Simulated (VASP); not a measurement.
Wanted: the native input for a VASP 6.6.1 run.

* Task: single point
* Functional: LDA
* Potentials or basis: VASP PAW LDA potentials, release 64 (Tl_d, Pd)
* Cutoff: 500 eV
* k mesh: 3 × 3 × 3
* Occupations: fermi-dirac, width 0.1 eV
* Spin: no spin polarisation
* Dipole correction: no
* Further INCAR settings: ALGO = Normal; EDIFF = 1e-06; NBANDS = 30

The structure of TlPd3 lies in POSCAR:

```
TlPd3
1.0
    4.0477249500      0.0000000000      0.0000000000
    0.0000000000      4.0477249500      0.0000000000
    0.0000000000      0.0000000000      4.0653953400
Tl Pd
1 3
Direct
    0.0000000000      0.0000000000      0.0000000000
    0.5000000000      0.5000000000      0.0000000000
    0.5000000000      0.0000000000      0.5000000000
    0.0000000000      0.5000000000      0.5000000000
```

The input as run:

INCAR

```
PREC = Accurate
ENCUT = 500
EDIFF = 1E-6
ISMEAR = -1
SIGMA = 0.1
LREAL = False
LASPH = True
NELM = 120
ALGO = Normal
ISIF = 2
LWAVE = False
LCHARG = False
NBANDS = 30
GGA_COMPAT = False
```

KPOINTS

```
regular mesh
0
Gamma
  3 3 3
```

Potentials or basis: VASP PAW LDA potentials, release 64 (Tl_d, Pd).

The run is started by

```sh
$ cat potpaw_LDA.64/Tl_d/POTCAR potpaw_LDA.64/Pd/POTCAR > POTCAR
$ mpirun -np 1 vasp_std > vasp.out
```

It gave:

* Pressure: -8.3 GPa

Caveat: the k points lie up to 0.52 Å⁻¹ apart.

Run time: 20 s on 1 thread of Intel Xeon 8259CL, with other jobs on the host, peak memory 0.15 GiB.
